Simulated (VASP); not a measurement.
# MnHg (P4/mmm) in VASP: further runs

The runs below take MnHg through single point, with PBE.

All numbers are computed with VASP 6.6.1; they aren't measurements. Logs are shortened: lines on timing, memory, paths and dates and some standing lists are left out, and cuts for length are marked.

**1. The cell of the first run**

The typed cell holds 2 atoms: a = 3.321 Å, b = 3.321 Å, c = 3.313 Å, α = 90.00°, β = 90.00°, γ = 90.00°.

**2. Single point, PBE, collinear spin, ferromagnetic start**

Contents of INCAR:

```
  PREC = Accurate
  ENCUT = 520
  EDIFF = 1E-6
  ISMEAR = -1
  SIGMA = 0.05
  LREAL = F
  LASPH = T
  NELM = 150
  ALGO = Normal
  ISIF = 2
  LWAVE = F
  LCHARG = F
  ISPIN = 2
  MAGMOM = 0 4
  LORBIT = 11
  LMAXMIX = 4
  GGA = PE
  NBANDS = 24
```

Contents of KPOINTS:

```
regular mesh
0
Gamma
  7 7 7
```

Contents of POSCAR:

```
MnHg
1.0
    3.3208800000      0.0000000000      0.0000000000
    0.0000000000      3.3208800000      0.0000000000
    0.0000000000      0.0000000000      3.3130000000
Hg Mn
1 1
Direct
    0.0000000000      0.0000000000      0.0000000000
    0.5000000000      0.5000000000      0.5000000000
```

Potentials or basis: VASP PAW PBE potentials, release 64 (Hg, Mn_pv).

Run with:

```console
cat potpaw_PBE.64/Hg/POTCAR potpaw_PBE.64/Mn_pv/POTCAR > POTCAR
mpirun -np 1 vasp_std > vasp.out
```

OUTCAR:

```text
PREC = Accurate
   ENCUT = 520
   EDIFF = 1E-6
   ISMEAR = -1
   LREAL = F
   LASPH = T
   NELM = 150
   ISIF = 2
   ISPIN = 2
   LORBIT = 11
   GGA = PE

 ion  position               nearest neighbor table
   1  0.000  0.000  0.000-   2 2.87   2 2.87   2 2.87   2 2.87   2 2.87   2 2.87   2 2.87   2 2.87

   2  0.500  0.500  0.500-   1 2.87   1 2.87   1 2.87   1 2.87   1 2.87   1 2.87   1 2.87   1 2.87

  LATTYP: Found a simple tetragonal cell.
 ALAT       =     3.3208800000
 C/A-ratio  =     0.9976271350

  Lattice vectors:

 A1 = (   3.3208800000,   0.0000000000,   0.0000000000)
 A2 = (   0.0000000000,   3.3208800000,   0.0000000000)
 A3 = (   0.0000000000,   0.0000000000,   3.3130000000)

Analysis of symmetry for initial positions (statically):
=====================================================================
 Subroutine PRICEL returns:
 Original cell was already a primitive cell.

 Routine SETGRP: Setting up the symmetry group for a
 simple tetragonal supercell.

 Subroutine GETGRP returns: Found 16 space group operations
 (whereof 16 operations were pure point group operations)
 out of a pool of 16 trial point group operations.

The static configuration has the point symmetry D_4h.

Analysis of symmetry for dynamics (positions and initial velocities):
=====================================================================
 Subroutine PRICEL returns:
 Original cell was already a primitive cell.

 Routine SETGRP: Setting up the symmetry group for a
 simple tetragonal supercell.

 Subroutine GETGRP returns: Found 16 space group operations
 (whereof 16 operations were pure point group operations)
 out of a pool of 16 trial point group operations.

The dynamic configuration has the point symmetry D_4h.

Analysis of structural, dynamic, and magnetic symmetry:
=====================================================================
 Subroutine PRICEL returns:
 Original cell was already a primitive cell.

 Routine SETGRP: Setting up the symmetry group for a
 simple tetragonal supercell.

 Subroutine GETGRP returns: Found 16 space group operations
 (whereof 16 operations were pure point group operations)
 out of a pool of 16 trial point group operations.

The overall configuration has the point symmetry D_4h.

 Subroutine INISYM returns: Found 16 space group operations
[... 114 lines left out ...]
   IALGO  =     38    algorithm
   IMIX   =      4    mixing-type and parameters
     AMIX     =   0.40;   BMIX     =  1.00
     AMIX_MAG =   1.60;   BMIX_MAG =  1.00
  volume/ion in A,a.u.               =      18.27       123.28
  Fermi-wavevector in a.u.,A,eV,Ry     =   1.442599  2.726116 28.314966  2.081091
  Thomas-Fermi vector in A             =   2.561101
   LORBIT       =     11    0 simple, 1 ext, 2 COOP (PROOUT), +10 PAW based schemes
   GGA     = PE    functional components
   LHFCALC =     F    Hartree Fock is set to
   AEXX    =    0.0000 exact exchange contribution
   IVDW    =     0    specifies the selected vdW correction
   LEPSILON=     F    determine dielectric tensor
   LRPA    =     F    only Hartree local field effects (RPA)
 spin polarized calculation
  energy-cutoff  :      520.00
  volume of cell :       36.54
 maximum number of plane-waves:      1013
 NGX is ok and might be reduce to    28
   NGX = 13   NGY = 13   NGZ = 13

 number of electron      25.0000010 magnetization       3.9190747

 Free energy of the ion-electron system (eV)
  ---------------------------------------------------
  ext. energy  EPLUGINS =         0.00000000
  ---------------------------------------------------
  free energy    TOTEN  =        -8.51412852 eV

  energy without entropy =       -8.50804700  energy(sigma->0) =       -8.51108776

 E-fermi :   5.4998     XC(G=0): -11.6672

 val. band max:        5.4890667769   @ k =   0.0000   0.0000   0.2857
 cond. band min:       5.5142855257   @ k =   0.4286   0.0000   0.0000
 fundamental gap:      0.0252187488
 Fermi energy:         5.4998161570

 spin component 1

 k-point     1 :       0.0000    0.0000    0.0000
  band No.  band energies     occupation
      1     -44.7001      1.00000
      2     -44.7001      1.00000
      3     -44.6981      1.00000
      4      -4.1228      1.00000
      5      -2.7422      1.00000
      6      -2.7390      1.00000
[... 637 lines left out ...]
     23      23.4976      0.00000
     24      24.3473      0.00000

 [... further k-points ...]

 spin component 2

 k-point     1 :       0.0000    0.0000    0.0000
  band No.  band energies     occupation
      1     -40.6308      1.00000
      2     -40.6308      1.00000
      3     -40.6296      1.00000
      4      -3.9115      1.00000
      5      -2.7251      1.00000
      6      -2.7212      1.00000
[... 637 lines left out ...]
     23      24.0998      0.00000
     24      24.4811      0.00000

 [... further k-points ...]

------------------------ aborting loop because EDIFF is reached ----------------------------------------

  FORCE on cell =-STRESS in cart. coord.  units (eV):
  Direction    XX          YY          ZZ          XY          YZ          ZX
  --------------------------------------------------------------------------------------
  -------------------------------------------------------------------------------------
  Total        0.1301248      0.1301248      0.1454979      0.0000000     -0.0000000      0.0000000
  in kB        5.7061444      5.7061444      6.3802765      0.0000000     -0.0000000      0.0000000
  external PRESSURE =       5.9308551 kB  Pullay stress =       0.0000000 kB

 VOLUME and BASIS-vectors are now :
 -----------------------------------------------------------------------------
  energy-cutoff  :      520.00
  volume of cell :       36.54
      direct lattice vectors                 reciprocal lattice vectors
     3.320880000  0.000000000  0.000000000     0.301125003  0.000000000  0.000000000
     0.000000000  3.320880000  0.000000000     0.000000000  0.301125003  0.000000000
     0.000000000  0.000000000  3.313000000     0.000000000  0.000000000  0.301841232

 POSITION                                       TOTAL-FORCE (eV/Angst)
 -----------------------------------------------------------------------------------
      0.00000      0.00000      0.00000         0.000000      0.000000      0.000000
      1.66044      1.66044      1.65650         0.000000      0.000000      0.000000
 -----------------------------------------------------------------------------------
    total drift:                                0.000000      0.000000      0.000000

  FREE ENERGIE OF THE ION-ELECTRON SYSTEM (eV)
  ---------------------------------------------------
  free  energy   TOTEN  =        -8.5141285223 eV

  energy  without entropy=       -8.5080470041  energy(sigma->0) =       -8.51108776

 total charge

# of ion       s       p       d       tot
------------------------------------------
    1        0.814   0.519   9.255  10.588
    2        0.248   6.174   4.974  11.396
--------------------------------------------------
tot          1.062   6.694  14.228  21.984

 magnetization (x)

# of ion       s       p       d       tot
------------------------------------------
    1       -0.044  -0.064   0.048  -0.060
    2        0.025   0.016   3.800   3.841
--------------------------------------------------
tot         -0.019  -0.048   3.847   3.781
```

OSZICAR:

```text
N       E                     dE             d eps       ncg     rms          rms(c)
DAV:   1     0.231650680708E+03    0.23165E+03   -0.13745E+04  3888   0.117E+03
DAV:   2    -0.135296636609E+01   -0.23300E+03   -0.22130E+03  3992   0.341E+02
DAV:   3    -0.893116065645E+01   -0.75782E+01   -0.75523E+01  4576   0.692E+01
DAV:   4    -0.898524360535E+01   -0.54083E-01   -0.54080E-01  4216   0.550E+00
DAV:   5    -0.898604295826E+01   -0.79935E-03   -0.79934E-03  4720   0.609E-01    0.985E+00
DAV:   6    -0.870057685278E+01    0.28547E+00   -0.69482E+00  4344   0.194E+01    0.763E+00
DAV:   7    -0.852839089224E+01    0.17219E+00   -0.19818E+00  4504   0.121E+01    0.488E+00
DAV:   8    -0.851650048861E+01    0.11890E-01   -0.57399E-02  4024   0.175E+00    0.260E+00
DAV:   9    -0.851409217303E+01    0.24083E-02   -0.18235E-02  4520   0.898E-01    0.887E-01
DAV:  10    -0.851404680130E+01    0.45372E-04   -0.23656E-03  4080   0.436E-01    0.951E-02
DAV:  11    -0.851411135087E+01   -0.64550E-04   -0.11720E-04  4440   0.914E-02    0.261E-02
DAV:  12    -0.851412516514E+01   -0.13814E-04   -0.17911E-05  4360   0.322E-02    0.191E-02
DAV:  13    -0.851412881035E+01   -0.36452E-05   -0.35561E-06  4408   0.137E-02    0.833E-03
DAV:  14    -0.851412852232E+01    0.28803E-06   -0.31833E-07  2152   0.495E-03
   1 F= -.85141285E+01 E0= -.85110878E+01  d E =-.608152E-02  mag=     3.9193
```

Run time: 31 s. Hardware: 1 thread of Intel Xeon 6975P-C (Granite Rapids), shared host; peak memory 0.2 GiB.

Results:

```yaml
Free_energy: -8.5141 eV
Pressure: 0.6 GPa
Net_moment: 3.92 μB per cell
Site_moments: Hg -0.06; Mn +3.84 μB
Valence_electrons_inside_the_program's_atomic_spheres: Hg 10.59; Mn 11.40
```

Caveat: spin-orbit coupling is left out, which moves the levels of the heavy elements.

**3. Single point, PBE, collinear spin, ferromagnetic start**

This run uses another cell than the first one, of 18.63 Å³/atom.

Contents of INCAR:

```
SYSTEM = MnHg
PREC = Accurate ; ENCUT = 520
EDIFF = 1E-7 ; ISMEAR = -1
SIGMA = 0.05 ; LREAL = .False.
LASPH = .True. ; NELM = 150
ALGO = Normal ; ISIF = 2
LWAVE = .False. ; LCHARG = .False.
ISPIN = 2 ; MAGMOM = 0 4
LORBIT = 11 ; LMAXMIX = 4
GGA = PE ; NBANDS = 24
```

Contents of KPOINTS:

```
Automatic mesh
0
Gamma
  7 7 7
  0 0 0
```

Contents of POSCAR:

```
MnHg
1.0
    3.3537600000      0.0000000000      0.0000000000
    0.0000000000      3.3537600000      0.0000000000
    0.0000000000      0.0000000000      3.3130000000
Hg Mn
1 1
Direct
    0.0000000000      0.0000000000      0.0000000000
    0.5000000000      0.5000000000      0.5000000000
```

Potentials or basis: VASP PAW PBE potentials, release 64 (Hg, Mn_pv).

Run with:

```console
cat potpaw_PBE.64/Hg/POTCAR potpaw_PBE.64/Mn_pv/POTCAR > POTCAR
mpirun -np 1 vasp_std > vasp.out
```

OUTCAR:

```text
SYSTEM = MnHg
   PREC = Accurate
   ENCUT = 520
   EDIFF = 1E-7
   ISMEAR = -1
   LREAL = .False.
   LASPH = .True.
   NELM = 150
   ISIF = 2
   ISPIN = 2
   LORBIT = 11
   GGA = PE

 ion  position               nearest neighbor table
   1  0.000  0.000  0.000-   2 2.89   2 2.89   2 2.89   2 2.89   2 2.89   2 2.89   2 2.89   2 2.89

   2  0.500  0.500  0.500-   1 2.89   1 2.89   1 2.89   1 2.89   1 2.89   1 2.89   1 2.89   1 2.89

  LATTYP: Found a simple tetragonal cell.
 ALAT       =     3.3537600000
 C/A-ratio  =     0.9878464768

  Lattice vectors:

 A1 = (   3.3537600000,   0.0000000000,   0.0000000000)
 A2 = (   0.0000000000,   3.3537600000,   0.0000000000)
 A3 = (   0.0000000000,   0.0000000000,   3.3130000000)

Analysis of symmetry for initial positions (statically):
=====================================================================
 Subroutine PRICEL returns:
 Original cell was already a primitive cell.

 Routine SETGRP: Setting up the symmetry group for a
 simple tetragonal supercell.

 Subroutine GETGRP returns: Found 16 space group operations
[... 847 lines left out ...]
      6      -2.8079      1.00000
[... 637 lines left out ...]
     23      23.6763      0.00000
     24      24.1744      0.00000

 [... further k-points ...]

------------------------ aborting loop because EDIFF is reached ----------------------------------------

  FORCE on cell =-STRESS in cart. coord.  units (eV):
  Direction    XX          YY          ZZ          XY          YZ          ZX
  --------------------------------------------------------------------------------------
  -------------------------------------------------------------------------------------
  Total       -0.2966099     -0.2966099     -0.1967650      0.0000000     -0.0000000      0.0000000
  in kB      -12.7529549    -12.7529549     -8.4600519      0.0000000     -0.0000000      0.0000000
  external PRESSURE =     -11.3219872 kB  Pullay stress =       0.0000000 kB

 VOLUME and BASIS-vectors are now :
 -----------------------------------------------------------------------------
  energy-cutoff  :      520.00
  volume of cell :       37.26
      direct lattice vectors                 reciprocal lattice vectors
     3.353760000  0.000000000  0.000000000     0.298172797  0.000000000  0.000000000
     0.000000000  3.353760000  0.000000000     0.000000000  0.298172797  0.000000000
     0.000000000  0.000000000  3.313000000     0.000000000  0.000000000  0.301841232

 POSITION                                       TOTAL-FORCE (eV/Angst)
 -----------------------------------------------------------------------------------
      0.00000      0.00000      0.00000         0.000000      0.000000      0.000000
      1.67688      1.67688      1.65650         0.000000      0.000000      0.000000
 -----------------------------------------------------------------------------------
    total drift:                                0.000000      0.000000      0.000000

  FREE ENERGIE OF THE ION-ELECTRON SYSTEM (eV)
  ---------------------------------------------------
  free  energy   TOTEN  =        -8.5128423262 eV

  energy  without entropy=       -8.5069132860  energy(sigma->0) =       -8.50987781

 total charge

# of ion       s       p       d       tot
------------------------------------------
    1        0.812   0.504   9.255  10.570
    2        0.245   6.168   4.968  11.381
--------------------------------------------------
tot          1.057   6.671  14.222  21.951

 magnetization (x)

# of ion       s       p       d       tot
------------------------------------------
    1       -0.044  -0.065   0.045  -0.064
    2        0.025   0.015   3.815   3.855
--------------------------------------------------
tot         -0.019  -0.050   3.860   3.791
```

OSZICAR:

```text
N       E                     dE             d eps       ncg     rms          rms(c)
DAV:   1     0.229996823670E+03    0.23000E+03   -0.13714E+04  3872   0.117E+03
DAV:   2    -0.158994540012E+01   -0.23159E+03   -0.22017E+03  3968   0.337E+02
DAV:   3    -0.893221396110E+01   -0.73423E+01   -0.73194E+01  4600   0.680E+01
DAV:   4    -0.898566203105E+01   -0.53448E-01   -0.53445E-01  4288   0.544E+00
DAV:   5    -0.898647409803E+01   -0.81207E-03   -0.81206E-03  4648   0.612E-01    0.957E+00
DAV:   6    -0.871486652559E+01    0.27161E+00   -0.72917E+00  4344   0.196E+01    0.776E+00
DAV:   7    -0.852591357612E+01    0.18895E+00   -0.20580E+00  4464   0.122E+01    0.473E+00
DAV:   8    -0.851526712502E+01    0.10646E-01   -0.54378E-02  4048   0.168E+00    0.256E+00
DAV:   9    -0.851279963554E+01    0.24675E-02   -0.17514E-02  4496   0.871E-01    0.869E-01
DAV:  10    -0.851276130632E+01    0.38329E-04   -0.24213E-03  4120   0.435E-01    0.963E-02
DAV:  11    -0.851282416363E+01   -0.62857E-04   -0.11474E-04  4360   0.904E-02    0.265E-02
DAV:  12    -0.851283897090E+01   -0.14807E-04   -0.19853E-05  4376   0.331E-02    0.201E-02
DAV:  13    -0.851284260642E+01   -0.36355E-05   -0.37262E-06  4376   0.144E-02    0.806E-03
DAV:  14    -0.851284234352E+01    0.26290E-06   -0.33215E-07  3896   0.497E-03    0.291E-03
DAV:  15    -0.851284232620E+01    0.17320E-07   -0.68715E-08  2608   0.203E-03
   1 F= -.85128423E+01 E0= -.85098778E+01  d E =-.592904E-02  mag=     3.9248
```

Wall time 31 s (1 thread of Intel Xeon 6975P-C (Granite Rapids), shared host); peak memory 0.21 GiB.

Results:

```
Free energy                                           : -8.5128 eV
Pressure                                              : -1.1 GPa
Net moment                                            : 3.92 μB per cell
Site moments                                          : Hg -0.06; Mn +3.85 μB
Valence electrons inside the program's atomic spheres : Hg 10.57; Mn 11.38
```

Caveat: spin-orbit coupling is left out, which moves the levels of the heavy elements.

**4. Single point, PBE, collinear spin, ferromagnetic start**

This run uses another cell than the first one, of 19.37 Å³/atom.

Contents of INCAR:

```
SYSTEM = MnHg
PREC = Accurate
ENCUT = 520
EDIFF = 1E-6
ISMEAR = -1
SIGMA = 0.05
LREAL = .False.
LASPH = .True.
NELM = 150
ALGO = Fast
ISIF = 2
LWAVE = .False.
LCHARG = .True.
ISPIN = 2
MAGMOM = 0 4
LORBIT = 11
LMAXMIX = 4
GGA = PE
LELF = .True.
LVHAR = .True.
NBANDS = 24
```

Contents of KPOINTS:

```
regular mesh
0
Gamma
  7 7 7
  0 0 0
```

Contents of POSCAR:

```
MnHg
1.0
    3.4195200000      0.0000000000      0.0000000000
    0.0000000000      3.4195200000      0.0000000000
    0.0000000000      0.0000000000      3.3130000000
Hg Mn
1 1
Direct
    0.0000000000      0.0000000000      0.0000000000
    0.5000000000      0.5000000000      0.5000000000
```

Run with:

```console
cat potpaw_PBE.64/Hg/POTCAR potpaw_PBE.64/Mn_pv/POTCAR > POTCAR
mpirun -np 1 vasp_std > vasp.out
```

It took 37 s on 1 thread of Intel Xeon 6975P-C (Granite Rapids), shared host; peak memory 0.2 GiB.

The run converged. Its results:

```yaml
Free_energy: -8.4877 eV
Pressure: -3.7 GPa
Net_moment: 3.97 μB per cell
Site_moments: Hg -0.06; Mn +3.90 μB
Valence_electrons_inside_the_program's_atomic_spheres: Hg 10.54; Mn 11.35
```

Stress tensor (GPa, compression positive):
```
-4.02  0.00  0.00
 0.00 -4.02  0.00
 0.00  0.00 -3.16
```

Levels at points of the mesh, in eV from the Fermi level:
Spin up:
| k point | band 12 | band 13 | band 14 | band 15 | band 16 | band 17 |
| --- | --- | --- | --- | --- | --- | --- |
| (0.00, 0.00, 0.00) | -2.24 | -2.22 | -2.22 | 4.39 | 4.39 | 5.26 |
Spin down:
| k point | band 7 | band 8 | band 9 | band 10 | band 11 | band 12 | band 13 | band 14 |
| --- | --- | --- | --- | --- | --- | --- | --- | --- |
| (0.00, 0.00, 0.00) | -7.02 | -6.95 | -6.95 | 0.31 | 0.38 | 1.34 | 1.39 | 1.39 |

Caveat: the cell stands under tension; spin-orbit coupling is left out, which moves the levels of the heavy elements.

[end of part 1 of 2]
